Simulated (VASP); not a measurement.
# Al6P6H (a cell with a defect) in VASP: single point with PBE

Aim: the single point of Al6P6H (a cell with a defect) with PBE.

Everything below comes from runs of VASP 6.6.1. Logs are shortened: lines on timing, memory, paths and dates and some standing lists are left out, and cuts for length are marked.

## 1. The cell of the first run

The cell holds a defect, 13 atoms: a = 6.744 Å, b = 6.744 Å, c = 6.744 Å, α = 80.41°, β = 70.53°, γ = 60.00°.

## 2. Single point, PBE

Contents of INCAR:

```
PREC     = Accurate       # precision mode
ENCUT    = 400            # plane-wave cutoff, eV
EDIFF    = 1E-6           # SCF threshold, eV
ISMEAR   = 0              # smearing method
SIGMA    = 0.05           # smearing width, eV
LREAL    = False          # projectors in reciprocal space
LASPH    = True           # aspherical terms in the spheres
NELM     = 120            # most SCF steps
ALGO     = Normal         # electronic algorithm
ISIF     = 2              # what is computed and relaxed
LWAVE    = False          # write WAVECAR
LCHARG   = True           # write CHGCAR
GGA      = PE             # functional
LELF     = True           # ELF
LVHAR    = True         
NBANDS   = 36             # bands
NELECT   = 48.0         
GGA_COMPAT= False
```

Contents of KPOINTS:

```
Automatic mesh
0
Gamma
  4 4 4
```

Contents of POSCAR:

```
Al6P6H
1.0
   -5.5065207324     -2.7532603662      2.7532603662
   -2.7532603662      2.7532603662      5.5065207324
   -5.5065207324      2.7532603662     -2.7532603662
Al P H
6 6 1
Direct
    0.1666666667      0.6666666667      0.5000000000
    0.6666666667      0.6666666667      0.0000000000
    0.5000000000      0.0000000000      0.5000000000
    0.0000000000      0.0000000000      0.0000000000
    0.3333333333      0.3333333333      0.0000000000
    0.8333333333      0.3333333333      0.5000000000
    0.1250000000      1.0000000000      0.6250000000
    0.6250000000      1.0000000000      0.1250000000
    0.4583333333      0.3333333333      0.6250000000
    0.9583333333      0.3333333333      0.1250000000
    0.2916666667      0.6666666667      0.1250000000
    0.7916666667      0.6666666667      0.6250000000
    0.6643759141      0.3518243522      0.0625103124
```

Potentials or basis: VASP PAW PBE potentials, release 64 (Al, P, H).

On the command line:

```bash
$ cat potpaw_PBE.64/Al/POTCAR potpaw_PBE.64/P/POTCAR potpaw_PBE.64/H/POTCAR > POTCAR
$ mpirun -np 1 vasp_std > vasp.out
```

OUTCAR:

```text
PREC = Accurate
   ENCUT = 400
   EDIFF = 1E-6
   ISMEAR = 0
   LREAL = False
   LASPH = True
   NELM = 120
   ISIF = 2
   GGA = PE
   NELECT = 48.0

 ion  position               nearest neighbor table
   1  0.167  0.667  0.500-   7 2.38   9 2.38  11 2.38  12 2.38
   2  0.667  0.667  0.000-  13 2.10   8 2.38  10 2.38  12 2.38  11 2.38
   3  0.500  0.000  0.500-   9 2.38  12 2.38   7 2.38   8 2.38
   4  0.000  0.000  0.000-  10 2.38  11 2.38   7 2.38   8 2.38
   5  0.333  0.333  0.000-   8 2.38   9 2.38  10 2.38  11 2.38
   6  0.833  0.333  0.500-   7 2.38   9 2.38  10 2.38  12 2.38
   7  0.125  0.000  0.625-   1 2.38   6 2.38   4 2.38   3 2.38
   8  0.625  0.000  0.125-   2 2.38   5 2.38   4 2.38   3 2.38
   9  0.458  0.333  0.625-   3 2.38   1 2.38   5 2.38   6 2.38
  10  0.958  0.333  0.125-   4 2.38   2 2.38   5 2.38   6 2.38
  11  0.292  0.667  0.125-   4 2.38   2 2.38   1 2.38   5 2.38
  12  0.792  0.667  0.625-   3 2.38   2 2.38   1 2.38   6 2.38
  13  0.664  0.352  0.063-   2 2.10

  LATTYP: Found a base centered monoclinic cell.
 ALAT       =     6.7440830262
 B/A-ratio  =     1.7320508076
 C/A-ratio  =     1.0000000000
 COS(beta)  =    -0.3333333333

  Lattice vectors:

 A1 = (   2.7532603662,   5.5065207324,   2.7532603662)
 A2 = (   2.7532603662,  -2.7532603662,  -5.5065207324)
 A3 = (  -5.5065207324,   2.7532603662,  -2.7532603662)

Analysis of symmetry for initial positions (statically):
=====================================================================
 Subroutine PRICEL returns:
 Original cell was already a primitive cell.

 Routine SETGRP: Setting up the symmetry group for a
 base centered monoclinic supercell.

 Subroutine GETGRP returns: Found  1 space group operations
 (whereof  1 operations were pure point group operations)
 out of a pool of  4 trial point group operations.

The static configuration has the point symmetry C_1 .

Analysis of symmetry for dynamics (positions and initial velocities):
=====================================================================
 Subroutine PRICEL returns:
 Original cell was already a primitive cell.

 Routine SETGRP: Setting up the symmetry group for a
 base centered monoclinic supercell.

 Subroutine GETGRP returns: Found  1 space group operations
 (whereof  1 operations were pure point group operations)
 out of a pool of  4 trial point group operations.

The dynamic configuration has the point symmetry C_1 .

 Subroutine INISYM returns: Found  1 space group operations
 (whereof  1 operations are pure point group operations),
 and found     1 'primitive' translations

----------------------------------------------------------------------------------------

                                     Primitive cell

  volume of cell :     250.4512

  direct lattice vectors                    reciprocal lattice vectors
    -5.506520732 -2.753260366  2.753260366    -0.090801438 -0.151335730  0.030267146
    -2.753260366  2.753260366  5.506520732     0.000000000  0.121068584  0.121068584
    -5.506520732  2.753260366 -2.753260366    -0.090801438  0.090801438 -0.090801438

  length of vectors
     6.744083026  6.744083026  6.744083026     0.179062850  0.171216833  0.157272704

  position of ions in fractional coordinates (direct lattice)
     0.166666667  0.666666667  0.500000000
     0.666666667  0.666666667  0.000000000
     0.500000000  0.000000000  0.500000000
     0.000000000  0.000000000  0.000000000
     0.333333333  0.333333333  0.000000000
     0.833333333  0.333333333  0.500000000
     0.125000000  0.000000000  0.625000000
     0.625000000  0.000000000  0.125000000
     0.458333333  0.333333333  0.625000000
     0.958333333  0.333333333  0.125000000
     0.291666667  0.666666667  0.125000000
     0.791666667  0.666666667  0.625000000
     0.664375914  0.351824352  0.062510312

  ion indices of the primitive-cell ions
   primitive index   ion index
                 1           1
                 2           2
                 3           3
                 4           4
                 5           5
                 6           6
                 7           7
                 8           8
                 9           9
                10          10
                11          11
                12          12
                13          13

----------------------------------------------------------------------------------------

 KPOINTS: Automatic mesh

Automatic generation of k-mesh.
 Grid dimensions read from file:
 generate k-points for:    4    4    4

 Generating k-lattice:

  Cartesian coordinates                     Fractional coordinates (reciprocal lattice)
    -0.022700359 -0.037833932  0.007566786     0.250000000 -0.000000000 -0.000000000
     0.000000000  0.030267146  0.030267146     0.000000000  0.250000000  0.000000000
    -0.022700359  0.022700359 -0.022700359     0.000000000  0.000000000  0.250000000

  Length of vectors
     0.044765713  0.042804208  0.039318176

  Shift w.r.t. Gamma in fractional coordinates (k-lattice)
     0.000000000  0.000000000  0.000000000

 Subroutine IBZKPT returns following result:
 ===========================================

 Found     36 irreducible k-points:

 Following reciprocal coordinates:
            Coordinates               Weight
  0.000000  0.000000  0.000000      1.000000
  0.250000  0.000000 -0.000000      2.000000
 -0.250000 -0.250000  0.000000      2.000000
  0.500000  0.000000 -0.000000      1.000000
  0.500000  0.500000 -0.000000      1.000000
  0.000000  0.250000  0.000000      2.000000
[... 16 lines left out ...]
 -0.000000  0.500000  0.250000      2.000000
  0.250000  0.500000  0.250000      2.000000
 [... further k-points ...]
   k-points           NKPTS =     36   k-points in BZ     NKDIM =     36   number of bands    NBANDS=     36
   number of dos      NEDOS =    301   number of ions     NIONS =     13
   total plane-waves  NPLWV = 110592
   dimension x,y,z NGX =    48 NGY =   48 NGZ =   48
   dimension x,y,z NGXF=    96 NGYF=   96 NGZF=   96
   ions per type =               6   6   1
   NGX,Y,Z   is equivalent  to a cutoff of  11.83, 11.83, 11.83 a.u.
   NGXF,Y,Z  is equivalent  to a cutoff of  23.66, 23.66, 23.66 a.u.
 SYSTEM =  unknown system
   PREC   = accura    normal or accurate (medium, high low for compatibility)
   ISTART =      0    job   : 0-new  1-cont  2-samecut
   ICHARG =      2    charge: 1-file 2-atom 10-const
   ISPIN  =      1    spin polarized calculation?
   LNONCOLLINEAR =      F non collinear calculations
   LSORBIT =      F    spin-orbit coupling
   LASPH  =      T    aspherical Exc in radial PAW
   ENCUT  =  400.0 eV  29.40 Ry    5.42 a.u.  11.00 11.00 11.00*2*pi/ulx,y,z
   NELM   =    120;   NELMIN=  2; NELMDL= -5     # of ELM steps
   EDIFF  = 0.1E-05   stopping-criterion for ELM
   LREAL  =      F    real-space projection
   EDIFFG = 0.1E-04   stopping-criterion for IOM
   NSW    =      0    number of steps for IOM
   IBRION =     -1    ionic relax: 0-MD 1-quasi-New 2-CG
   NFREE  =      0    steps in history (QN), initial steepest desc. (CG)
   ISIF   =      2    stress and relaxation
   ISYM   =      2    0-nonsym 1-usesym 2-fastsym
   POTIM  = 0.5000    time-step for ionic-motion
   TEBEG  =    0.0;   TEEND  =   0.0 temperature during run
   PSTRESS=    0.0 pullay stress
   NELECT =      48.0000    total number of electrons
   NUPDOWN=      -1.0000    fix difference up-down
   EMIN   =  10.00;   EMAX   =-10.00  energy-range for DOS
   EFERMI =   0.00;   METHOD = LEGACY
   ISMEAR =     0;   SIGMA  =   0.05  broadening in eV -4-tet -1-fermi 0-gaus
   EFERMI_NEDOS =   21; number of points for ismear=-14 and -15
   IALGO  =     38    algorithm
   IMIX   =      4    mixing-type and parameters
     AMIX     =   0.40;   BMIX     =  1.00
     AMIX_MAG =   1.60;   BMIX_MAG =  1.00
  volume/ion in A,a.u.               =      19.27       130.01
  Fermi-wavevector in a.u.,A,eV,Ry     =   0.943874  1.783664 12.121415  0.890899
  Thomas-Fermi vector in A             =   2.071624
   LORBIT       =      0    0 simple, 1 ext, 2 COOP (PROOUT), +10 PAW based schemes
   GGA     = PE    functional components
   LHFCALC =     F    Hartree Fock is set to
   AEXX    =    0.0000 exact exchange contribution
   IVDW    =     0    specifies the selected vdW correction
   LEPSILON=     F    determine dielectric tensor
   LRPA    =     F    only Hartree local field effects (RPA)
 non-spin polarized calculation
 Gauss-broadening in eV      SIGMA  =   0.05
  energy-cutoff  :      400.00
  volume of cell :      250.45
 maximum number of plane-waves:      4573
 NGX is ok and might be reduce to    48
   NGX = 21   NGY = 21   NGZ = 21

 number of electron      48.0000001 magnetization

 Free energy of the ion-electron system (eV)
  ---------------------------------------------------
  ext. energy  EPLUGINS =         0.00000000
  ---------------------------------------------------
  free energy    TOTEN  =       -68.54564971 eV

  energy without entropy =      -68.54296067  energy(sigma->0) =      -68.54430519

 E-fermi :   4.4888     XC(G=0):  -9.1172

 val. band max:        4.4860125511   @ k =   0.0000   0.0000   0.0000
 cond. band min:       4.4985165289   @ k =   0.0000   0.0000   0.0000
 fundamental gap:      0.0125039778
 Fermi energy:         4.4888095599

 k-point     1 :       0.0000    0.0000    0.0000
  band No.  band energies     occupation
      1      -7.2043      2.00000
      2      -5.4606      2.00000
      3      -5.2706      2.00000
      4      -5.1152      2.00000
      5      -4.5943      2.00000
      6      -4.5777      2.00000
[... 28 lines left out ...]
     35       9.3430      0.00000
     36       9.3752      0.00000

 k-point     2 :       0.2500    0.0000   -0.0000
  band No.  band energies     occupation
      1      -6.9916      2.00000
      2      -5.6462      2.00000
      3      -5.3665      2.00000
      4      -5.2127      2.00000
      5      -4.7152      2.00000
      6      -4.6798      2.00000
[... 28 lines left out ...]
     35       9.3539      0.00000
     36       9.4448      0.00000

 k-point     3 :      -0.2500   -0.2500    0.0000
  band No.  band energies     occupation
      1      -6.9955      2.00000
      2      -5.6362      2.00000
      3      -5.3571      2.00000
      4      -5.2198      2.00000
      5      -4.7195      2.00000
      6      -4.6797      2.00000
[... 28 lines left out ...]
     35       9.3611      0.00000
     36       9.4510      0.00000
[... 742 lines left out ...]
 k-point    23 :      -0.0000    0.5000    0.2500
  band No.  band energies     occupation
      1      -6.5262      2.00000
      2      -6.1109      2.00000
      3      -5.4767      2.00000
      4      -5.1331      2.00000
      5      -5.0466      2.00000
      6      -4.7150      2.00000
[... 28 lines left out ...]
     35       9.3372      0.00000
     36       9.5390      0.00000

 k-point    24 :       0.2500    0.5000    0.2500
  band No.  band energies     occupation
      1      -6.6235      2.00000
      2      -5.8876      2.00000
      3      -5.6828      2.00000
      4      -5.0765      2.00000
      5      -4.9902      2.00000
      6      -4.6955      2.00000
[... 28 lines left out ...]
     35       9.4291      0.00000
     36       9.5197      0.00000

 [... further k-points ...]

------------------------ aborting loop because EDIFF is reached ----------------------------------------

  FORCE on cell =-STRESS in cart. coord.  units (eV):
  Direction    XX          YY          ZZ          XY          YZ          ZX
  --------------------------------------------------------------------------------------
  -------------------------------------------------------------------------------------
  Total       -9.6729121     -8.6990283     -7.9785868     -0.6223436     -0.2246519      0.4446127
  in kB      -61.8792053    -55.6491111    -51.0403288     -3.9812340     -1.4371353      2.8442607
  external PRESSURE =     -56.1895484 kB  Pullay stress =       0.0000000 kB

 VOLUME and BASIS-vectors are now :
 -----------------------------------------------------------------------------
  energy-cutoff  :      400.00
  volume of cell :      250.45
      direct lattice vectors                 reciprocal lattice vectors
    -5.506520732 -2.753260366  2.753260366    -0.090801438 -0.151335730  0.030267146
    -2.753260366  2.753260366  5.506520732     0.000000000  0.121068584  0.121068584
    -5.506520732  2.753260366 -2.753260366    -0.090801438  0.090801438 -0.090801438

 POSITION                                       TOTAL-FORCE (eV/Angst)
 -----------------------------------------------------------------------------------
     -5.50652      2.75326      2.75326        -0.312508      0.184976     -0.301625
     -5.50652      0.00000      5.50652         0.345586     -0.168210      0.675508
     -5.50652      0.00000      0.00000        -0.237973      0.249120     -0.170200
      0.00000      0.00000      0.00000         0.493732     -0.479089      0.262538
     -2.75326      0.00000      2.75326         0.277865     -0.609867      0.560278
     -8.25978     -0.00000      2.75326        -0.235863      0.395117     -0.379377
     -4.12989      1.37663     -1.37663         0.035830     -0.033804      0.098011
     -4.12989     -1.37663      1.37663        -0.134430      0.228138     -0.058592
     -6.88315      1.37663      1.37663         0.010707      0.002792      0.021393
     -6.88315     -1.37663      4.12989         0.559143      0.395960     -0.552313
     -4.12989      1.37663      4.12989        -0.163106     -0.191658     -0.404904
     -9.63641      1.37663      4.12989         0.051410     -0.094391      0.023548
     -4.97128     -0.68843      3.59442        -0.690393      0.120918      0.225734
 -----------------------------------------------------------------------------------
    total drift:                               -0.000008     -0.000038      0.000082

  FREE ENERGIE OF THE ION-ELECTRON SYSTEM (eV)
  ---------------------------------------------------
  free  energy   TOTEN  =       -68.5456497129 eV

  energy  without entropy=      -68.5429606741  energy(sigma->0) =      -68.54430519
```

Run time: 2.9 min. Hardware: 1 thread of Intel Xeon Platinum 8488C (Sapphire Rapids), shared host; peak memory 0.41 GiB.

What came out:

* Free energy: -68.5456 eV
* Largest force: 0.880 eV/Å

Forces on the atoms (eV/Å):
```
Al  -0.313  0.185 -0.302
Al   0.346 -0.168  0.676
Al  -0.238  0.249 -0.170
Al   0.494 -0.479  0.263
Al   0.278 -0.610  0.560
Al  -0.236  0.395 -0.379
P    0.036 -0.034  0.098
P   -0.134  0.228 -0.059
P    0.011  0.003  0.021
P    0.559  0.396 -0.552
P   -0.163 -0.192 -0.405
P    0.051 -0.094  0.024
H   -0.690  0.121  0.226
```

Caveat: the cell carries a net charge on a neutralising background, which shifts energy and pressure; the cell is charged against a uniform background, so pressure and absolute levels hang on convention.
